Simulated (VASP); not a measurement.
Here is a VASP 6.6.1 calculation.

File POSCAR:

```
Si
1.0
    3.8512048931      0.0000000000      0.0000000000
   -1.9256024465      3.3352412726      0.0000000000
    0.0000000000      0.0000000000      6.3307915521
Si
4
Direct
    0.3333333333      0.6666666667     -0.0003504873
    0.6666666667      0.3333333333      0.4996495127
    0.3333333333      0.6666666667      0.3743504873
    0.6666666667      0.3333333333      0.8743504873
```

File INCAR.step1:

```
ALGO = Normal ; EDIFF = 1E-4
ENCUT = 520 ; GGA = PE
ISMEAR = 0 ; LASPH = True
LCHARG = False ; LREAL = False
LWAVE = True ; NBANDS = 16
NELM = 60 ; PREC = Accurate
SIGMA = 0.01
```

INCAR.step2

```
ALGO = Normal ; EDIFF = 1E-6
ENCUT = 520 ; ISIF = 2
ISMEAR = 0 ; ISTART = 1
LASPH = True ; LCHARG = True
LELF = True ; LMIXTAU = True
LREAL = False ; LVHAR = True
LWAVE = False ; METAGGA = R2SCAN
NBANDS = 16 ; NELM = 60
PREC = Accurate ; SIGMA = 0.01
```

Contents of KPOINTS:

```
k-points
0
Gamma
  9 9 4
```

Potentials or basis: VASP PAW PBE potentials, release 64 (Si).

Command:

```console
$ cat potpaw_PBE.64/Si/POTCAR > POTCAR
$ cp INCAR.step1 INCAR
$ mpirun -np 1 vasp_std > vasp.out
$ cp INCAR.step2 INCAR
$ mpirun -np 1 vasp_std > vasp.out
```

Question: Estimate the band gap on the k mesh.

Answer: 0.66 eV, indirect (least direct gap 1.28 eV).

Question: Estimate the pressure.

Answer: -1.0 GPa.

Stress tensor (GPa, compression positive):
```
-1.39  0.00  0.00
 0.00 -1.39  0.00
 0.00  0.00 -0.22
```

Caveat: the PAW data sets were made with another functional, which shifts forces and pressure a little. A k mesh can miss the band edges.
